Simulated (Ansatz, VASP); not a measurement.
## Two plane-wave programs on ZrH5

```
Zr H
1.0
     3.73514    0.00000    0.00000
     0.00000    3.73514    0.00000
     0.00000    0.00000    3.70812
Zr H
1 5
Direct
  0.50000 0.50000 0.00000
  0.38824 0.00000 0.50000
  0.61176 0.00000 0.50000
  0.00000 0.38824 0.50000
  0.00000 0.61176 0.50000
  0.50000 0.50000 0.50000
```

Alike in both runs: functional PBE; k mesh 4 × 4 × 4; occupations gaussian, width 0.2 eV; no spin polarisation.

Ansatz relaxed the structure, and its values are those at the end. VASP's run is a single point on that final structure, the one shown.

|  | VASP | Ansatz |
| --- | --- | --- |
| version | VASP 6.6.1 | Ansatz 0.2.0 |
| potentials or method | VASP PAW PBE potentials, release 64 (Zr_sv, H), cutoff 500 eV | scalar-relativistic, plane waves, PAW |
| valence electrons in the cell | 17 | 17 |

VASP gave:

| Property | Result |
| --- | --- |
| gap on the k mesh at the Fermi level (eV) | none |
| pressure (GPa) | -0.2 |

Problem. Which values does Ansatz return?

Solution. gap on the k mesh at the Fermi level (eV): none; pressure (GPa): 0.0.

A gap of «none» marks a metal or a gap that the smearing closes.

The k mesh is coarse, so the values compare programs but aren't converged.
